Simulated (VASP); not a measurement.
# BN (P1) in VASP: relaxation of cell and atoms with PBE

Aim: the relaxation of cell and atoms of BN with PBE.

Program: VASP 6.6.1. These are calculated values, not measurements. Logs are shortened: lines on timing, memory, paths and dates and some standing lists are left out, and cuts for length are marked.

## Step 1: The cell of the first run

The typed cell holds 4 atoms: a = 2.611 Å, b = 2.545 Å, c = 4.424 Å, α = 73.53°, β = 73.62°, γ = 59.20°.

## Step 2: Relaxation of cell and atoms, PBE

INCAR reads:

```
SYSTEM = BN
PREC     = Accurate       ! precision mode
ENCUT    = 600            ! plane-wave cutoff, eV
EDIFF    = 1E-7           ! SCF threshold, eV
ISMEAR   = 0              ! smearing method
SIGMA    = 0.1            ! smearing width, eV
LREAL    = .False.        ! projectors in reciprocal space
LASPH    = .True.         ! aspherical terms in the spheres
NELM     = 120            ! most SCF steps
ALGO     = Normal         ! electronic algorithm
ISIF     = 3              ! what is computed and relaxed
LWAVE    = .False.        ! write WAVECAR
LCHARG   = .False.        ! write CHGCAR
GGA      = PE             ! functional
IBRION   = 2              ! ionic algorithm
NSW      = 80             ! ionic steps
EDIFFG   = -0.025         ! ionic threshold
GGA_COMPAT= .False.      
NELMIN   = 4
```

KPOINTS reads:

```
Automatic mesh
0
Gamma
  6 6 6
  0 0 0
```

POSCAR reads:

```
BN
1.0
    0.0089214806      1.8353443554      1.8569006368
    1.7912225184      1.8072501295      0.0370157065
   -1.8203770459      3.6066390800     -1.8017724864
B N
2 2
Direct
    0.0007446821      0.0271215450      0.0066426690
    0.5249717011      0.4988678002      0.4797664761
    0.1223165249      0.1059094717      0.6299043981
    0.6019670918      0.6181011830      0.1336864568
```

Potentials or basis: VASP PAW PBE potentials, release 64 (B, N).

Launch:

```console
> cat potpaw_PBE.64/B/POTCAR potpaw_PBE.64/N/POTCAR > POTCAR
> mpirun -np 1 vasp_std > vasp.out
```

OUTCAR:

```text
SYSTEM = BN
   PREC = Accurate
   ENCUT = 600
   EDIFF = 1E-7
   ISMEAR = 0
   LREAL = .False.
   LASPH = .True.
   NELM = 120
   ISIF = 3
   GGA = PE
   IBRION = 2
   NSW = 80
   EDIFFG = -0.025
   NELMIN = 4

 ion  position               nearest neighbor table
   1  0.001  0.027  0.007-   4 1.49   4 1.54   3 1.58   4 1.71
   2  0.525  0.499  0.480-   4 1.45   3 1.57   3 1.58   3 1.69
   3  0.122  0.106  0.630-   2 1.57   2 1.58   1 1.58   2 1.69
   4  0.602  0.618  0.134-   2 1.45   1 1.49   1 1.54   1 1.71

  LATTYP: Found a triclinic cell.
 ALAT       =     2.6108712091
 B/A-ratio  =     0.9756987157
 C/A-ratio  =     1.6942901826
 COS(alpha) =     0.0059249906
 COS(beta)  =     0.2820473114
 COS(gamma) =     0.5134580945

  Lattice vectors:

 A1 = (  -0.0089214806,  -1.8353443554,  -1.8569006368)
 A2 = (   1.7823010378,  -0.0280942259,  -1.8198849303)
 A3 = (   1.8203770459,  -3.6066390800,   1.8017724864)

Analysis of symmetry for initial positions (statically):
=====================================================================
 Subroutine PRICEL returns:
 Original cell was already a primitive cell.

 Routine SETGRP: Setting up the symmetry group for a
 triclinic supercell.

 Subroutine GETGRP returns: Found  1 space group operations
 (whereof  1 operations were pure point group operations)
 out of a pool of  2 trial point group operations.

The static configuration has the point symmetry C_1 .

Analysis of symmetry for dynamics (positions and initial velocities):
=====================================================================
 Subroutine PRICEL returns:
 Original cell was already a primitive cell.

 Routine SETGRP: Setting up the symmetry group for a
 triclinic supercell.

 Subroutine GETGRP returns: Found  1 space group operations
 (whereof  1 operations were pure point group operations)
 out of a pool of  2 trial point group operations.

The dynamic configuration has the point symmetry C_1 .

 Subroutine INISYM returns: Found  1 space group operations
 (whereof  1 operations are pure point group operations),
 and found     1 'primitive' translations

----------------------------------------------------------------------------------------

                                     Primitive cell

  volume of cell :      23.8745

  direct lattice vectors                    reciprocal lattice vectors
     0.008921481  1.835344355  1.856900637    -0.141982098  0.132358330  0.408392115
     1.791222518  1.807250130  0.037015707     0.419025772  0.140911039 -0.141288448
[... 120 lines left out ...]
 conjugate gradient relaxation of ions
 non-spin polarized calculation
 Gauss-broadening in eV      SIGMA  =   0.10
  energy-cutoff  :      600.00
  volume of cell :       23.87
 maximum number of plane-waves:       813
 NGX is ok and might be reduce to    24
   NGX = 11   NGY = 11   NGZ = 17

--------------------------------------- Ionic step        1  -------------------------------------------

 number of electron      15.9999999 magnetization

 Free energy of the ion-electron system (eV)
  ---------------------------------------------------
  ext. energy  EPLUGINS =         0.00000000
  ---------------------------------------------------
  free energy    TOTEN  =       -34.40718979 eV

  energy without entropy =      -34.40718979  energy(sigma->0) =      -34.40718979

------------------------ aborting loop because EDIFF is reached ----------------------------------------

  FORCE on cell =-STRESS in cart. coord.  units (eV):
  Direction    XX          YY          ZZ          XY          YZ          ZX
  --------------------------------------------------------------------------------------
  -------------------------------------------------------------------------------------
  Total        1.6960710      0.9457253     -0.1652174      0.5733689     -1.6150890     -0.4322975
  in kB      113.8203126     63.4659467    -11.0874431     38.4777708   -108.3857591    -29.0107178
  external PRESSURE =      55.3996054 kB  Pullay stress =       0.0000000 kB
[... 95 lines left out ...]
  FREE ENERGIE OF THE ION-ELECTRON SYSTEM (eV)
  ---------------------------------------------------
  free  energy   TOTEN  =       -34.8449827476 eV

  energy  without entropy=      -34.8449827476  energy(sigma->0) =      -34.84498275

[... ionic steps 4 to 8 ...]

--------------------------------------- Ionic step        9  -------------------------------------------

 number of electron      16.0000002 magnetization

------------------------ aborting loop because EDIFF is reached ----------------------------------------
[... 71 lines left out ...]
--------------------------------------- Ionic step       11  -------------------------------------------

 number of electron      16.0000002 magnetization

 Free energy of the ion-electron system (eV)
  ---------------------------------------------------
  ext. energy  EPLUGINS =         0.00000000
  ---------------------------------------------------
  free energy    TOTEN  =       -34.90545548 eV

  energy without entropy =      -34.90545548  energy(sigma->0) =      -34.90545548

 E-fermi :   7.8019     XC(G=0): -12.7816

 val. band max:        7.3115229644   @ k =   0.0000   0.0000   0.0000
 cond. band min:      11.7445359321   @ k =   0.5000   0.0000   0.5000
 fundamental gap:      4.4330129677
 Fermi energy:         7.8018647840

 k-point     1 :       0.0000    0.0000    0.0000
  band No.  band energies     occupation
      1     -12.8350      2.00000
      2      -8.6557      2.00000
      3      -3.3112      2.00000
      4       5.3711      2.00000
      5       5.3834      2.00000
      6       7.2984      2.00000
      7       7.3024      2.00000
      8       7.3115      2.00000
      9      16.0777      0.00000
     10      16.0819      0.00000
     11      16.0919      0.00000
     12      17.3402      0.00000
[... 331 lines left out ...]
 k-point    24 :       0.5000    0.0000    0.1667
  band No.  band energies     occupation
      1      -8.4785      2.00000
      2      -7.8425      2.00000
      3      -2.3620      2.00000
      4      -0.7693      2.00000
      5       1.4190      2.00000
      6       3.0142      2.00000
      7       3.6175      2.00000
      8       4.4388      2.00000
      9      13.5056      0.00000
     10      16.1170      0.00000
     11      18.3649      0.00000
     12      19.5647      0.00000

 [... further k-points ...]
[... 5 lines left out ...]
  --------------------------------------------------------------------------------------
  -------------------------------------------------------------------------------------
  Total       -0.0568537     -0.0110106      0.0371719      0.0162965      0.0073322      0.0186912
  in kB       -3.8250369     -0.7407784      2.5008697      1.0964016      0.4932978      1.2575139
  external PRESSURE =      -0.6883152 kB  Pullay stress =       0.0000000 kB
[... 19 lines left out ...]
  FREE ENERGIE OF THE ION-ELECTRON SYSTEM (eV)
  ---------------------------------------------------
  free  energy   TOTEN  =       -34.9054554829 eV

  energy  without entropy=      -34.9054554829  energy(sigma->0) =      -34.90545548

 reached required accuracy - stopping structural energy minimisation
```

OSZICAR:

```text
N       E                     dE             d eps       ncg     rms          rms(c)
DAV:   1     0.594853786544E+02    0.59485E+02   -0.96619E+03  2688   0.147E+03
DAV:   2    -0.332752347034E+02   -0.92761E+02   -0.86304E+02  3676   0.310E+02
[... 98 lines left out ...]
       N       E                     dE             d eps       ncg     rms          rms(c)
DAV:   1    -0.349054406899E+02   -0.13313E-03   -0.28553E-02  2756   0.166E+00    0.280E-02
DAV:   2    -0.349054592563E+02   -0.18566E-04   -0.40320E-04  3568   0.215E-01    0.175E-02
DAV:   3    -0.349054556179E+02    0.36384E-05   -0.98709E-06  3396   0.382E-02    0.770E-03
DAV:   4    -0.349054554444E+02    0.17355E-06   -0.28445E-06  3536   0.167E-02    0.235E-03
DAV:   5    -0.349054554829E+02   -0.38514E-07   -0.13233E-07  2496   0.487E-03
  11 F= -.34905455E+02 E0= -.34905455E+02  d E =-.510021E-03
```

CONTCAR:

```text
BN
   1.00000000000000
    -0.0004079818401666    1.8123938899738758    1.8114305867458156
     1.8132887020220778    1.8122513354516754   -0.0004025017562899
    -1.8132017464659791    3.6250899993318488   -1.8110944885989044
  B               N
     2     2
Direct
     0.9999035362910551    0.0001124891592470    0.0000363570361499
     0.5000868850440998    0.4997752625815799    0.5000651002458835
     0.1251266120124666    0.1248651697103384    0.6250015078911589
     0.6248829665523770    0.6252470784488399    0.1248970348268077

  0.00000000E+00  0.00000000E+00  0.00000000E+00
  0.00000000E+00  0.00000000E+00  0.00000000E+00
  0.00000000E+00  0.00000000E+00  0.00000000E+00
  0.00000000E+00  0.00000000E+00  0.00000000E+00
```

Wall time 87 s (1 thread of Intel Xeon 6975P-C (Granite Rapids), shared host); peak memory 0.17 GiB.

What came out:

```yaml
Free_energy: -34.9055 eV
Relaxed_volume: 5.95 Å³/atom
Relaxed_cell: a = 2.562 Å, b = 2.564 Å, c = 4.439 Å, α = 73.24°, β = 73.19°, γ = 60.02°
Space_group_after_relaxing_to_0.1_Å: F-43m (No. 216)
Energy_gained_by_relaxing: 124.6 meV/atom
Ionic_steps: 11
Pressure_after_relaxing: -0.1 GPa
Largest_force_after_relaxing: 0.019 eV/Å
Band_gap_on_the_k_mesh: 4.43 eV
```

Forces on the atoms (eV/Å):
```
B    0.003 -0.003  0.003
B    0.010  0.000  0.004
N    0.003 -0.005 -0.002
N   -0.017  0.008 -0.005
```

Stress tensor (GPa, compression positive):
```
-0.38  0.11  0.13
 0.11 -0.07  0.05
 0.13  0.05  0.25
```

The path:
```csv
step,energy change (eV),largest force (eV/Å),pressure (GPa),volume (Å³)
1,0.0000,4.7592,5.54,23.87
2,0.1213,4.7070,-5.26,24.58
3,-0.4378,1.0368,-5.10,24.19
4,-0.4442,1.3669,3.12,23.66
5,-0.4877,0.4930,-1.45,23.91
6,-0.4942,0.3726,1.12,23.74
7,-0.4955,0.1653,0.35,23.79
8,-0.4975,0.0919,0.19,23.80
9,-0.4978,0.1204,0.10,23.80
10,-0.4981,0.0871,-0.16,23.82
11,-0.4983,0.0191,-0.07,23.81
```

Final structure:
```
CELL_PARAMETERS angstrom
-0.00041 1.81239 1.81143
1.81329 1.81225 -0.00040
-1.81320 3.62509 -1.81109
ATOMIC_POSITIONS crystal
B 0.99990 0.00011 0.00004
B 0.50009 0.49978 0.50007
N 0.12513 0.12487 0.62500
N 0.62488 0.62525 0.12490
```

Caveat: the k points lie up to 0.48 Å⁻¹ apart in the final cell. A k mesh can miss the band edges.
